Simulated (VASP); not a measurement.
A run of VASP 6.6.1 is set up as follows.

File INCAR:

```
AGGAC    = 1.0          
AGGAX    = 1.0          
ALDAC    = 0.0          
ALDAX    = 1.0          
ALGO     = Normal         # electronic algorithm
EDIFF    = 1E-6           # SCF threshold, eV
ENCUT    = 520            # plane-wave cutoff, eV
GGA      = B5             # functional
ISIF     = 2              # what is computed and relaxed
ISMEAR   = -1             # smearing method
LASPH    = True           # aspherical terms in the spheres
LCHARG   = False          # write CHGCAR
LREAL    = False          # projectors in reciprocal space
LWAVE    = False          # write WAVECAR
NBANDS   = 64             # bands
NELM     = 60             # most SCF steps
PREC     = Accurate       # precision mode
SIGMA    = 0.05           # smearing width, eV
```

File KPOINTS:

```
k-points
0
Gamma
  5 5 5
```

File POSCAR:

```
SnO2
1.0
   -3.2488970000      3.4144700000      3.4140210000
    3.2488970000     -3.4144700000      3.4140210000
    3.2488970000      3.4144700000     -3.4140210000
Sn O
4 8
Direct
    0.5000000000      0.0000000000      0.0000000000
    0.5000000000      0.5000000000      0.5000000000
    0.0035990000      0.7535990000      0.2500000000
    0.9964010000      0.2464010000      0.7500000000
    0.8064960000      0.8037740000      0.4972780000
    0.8064960000      0.3092180000      0.0027220000
    0.3024350000      0.2459400000      0.0564950000
    0.6894450000      0.2459400000      0.4435050000
    0.3105550000      0.7540600000      0.5564950000
    0.1935040000      0.6907820000      0.9972780000
    0.6975650000      0.7540600000      0.9435050000
    0.1935040000      0.1962260000      0.5027220000
```

Potentials or basis: VASP PAW PBE potentials, release 64 (Sn_d, O).

Run with:

```sh
$ cat potpaw_PBE.64/Sn_d/POTCAR potpaw_PBE.64/O/POTCAR > POTCAR
$ mpirun -np 1 vasp_std > vasp.out
```

Task: Predict the largest force.

Result: 0.065 eV/Å.

Task: Estimate the band gap on the k mesh.

Result: 0.69 eV.

Task: Predict the pressure.

Result: 5.2 GPa.

Forces in eV/Å, atoms in the order of the input:
```
Sn   0.000  0.000  0.000
Sn   0.000  0.000  0.000
Sn   0.000  0.000 -0.065
Sn   0.000  0.000  0.065
O    0.027  0.000 -0.056
O   -0.027  0.000 -0.056
O    0.000 -0.056  0.032
O    0.000  0.056  0.032
O    0.000 -0.056 -0.032
O    0.027  0.000  0.056
O    0.000  0.056 -0.032
O   -0.027  0.000  0.056
```

Caveat: the cell stands under pressure; the PAW data sets were made with another functional, which shifts forces and pressure a little; spin-orbit coupling is left out, which moves the levels of the heavy elements.
